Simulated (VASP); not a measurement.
**MgO: relaxation of cell and atoms with PBE**

MgO:

```xyz
2
Lattice="0.0000 2.3101 2.3101 2.3101 0.0000 2.3101 2.3101 2.3101 0.0000" Properties=species:S:1:pos:R:3 pbc="T T T"
Mg    0.0000    0.0000    0.0000
O     3.4651    3.4651    3.4651
```

```
Program                : VASP 6.6.1
Task                   : relaxation of cell and atoms
Functional             : PBE
Potentials or basis    : VASP PAW PBE potentials, release 64 (Mg, O)
Cutoff                 : 600 eV
k mesh                 : 8 × 8 × 8
Occupations            : gaussian, width 0.02 eV
Spin                   : no spin polarisation
Dipole correction      : no
Further INCAR settings : ALGO = Normal; EDIFF = 1e-06; IBRION = 2; EDIFFG = -0.01; NSW = 80; ISIF = 3
```

The relaxed volume is 12.20 Å³/atom, the relaxed cell is a = 3.256 Å, b = 3.256 Å, c = 3.256 Å, α = 60.00°, β = 60.00°, γ = 60.00° and the space group after relaxing (to 0.05 Å) is F-43m (No. 216). The energy gained by relaxing is 0.4 meV/atom and the ionic steps are 3. The pressure after relaxing is 0.0 GPa and the band gap on the k mesh is 3.49 eV, direct.

Step by step:
```tsv
step	energy change (eV)	largest force (eV/Å)	pressure (GPa)	volume (Å³)
1	0.0000	0.0000	-1.11	24.66
2	-0.0008	0.0000	0.28	24.35
3	-0.0009	0.0000	0.01	24.41
```

Final structure:
```xyz
2
Lattice="0.0000 2.3023 2.3023 2.3023 0.0000 2.3023 2.3023 2.3023 0.0000" Properties=species:S:1:pos:R:3 pbc="T T T"
Mg    0.0000    0.0000    0.0000
O     3.4535    3.4535    3.4535
```

Levels at points of the mesh, in eV from the valence-band top:
```csv
k point,band 2,band 3,band 4,band 5,band 6,band 7
"(0.00, 0.00, 0.00)",0.00,0.00,0.00,3.49,16.53,16.53
"(0.50, 0.00, 0.00)",-2.97,-0.18,-0.18,8.60,9.49,14.42
"(0.50, 0.50, 0.00)",-2.45,-0.73,-0.73,6.20,11.42,13.73
```

It took 13 s on 1 thread of AMD EPYC 7R13 Processor (Zen 3), with other jobs on the host, peak memory 0.13 GiB.

PBE gaps usually lie below the measured ones, often by a third to a half.
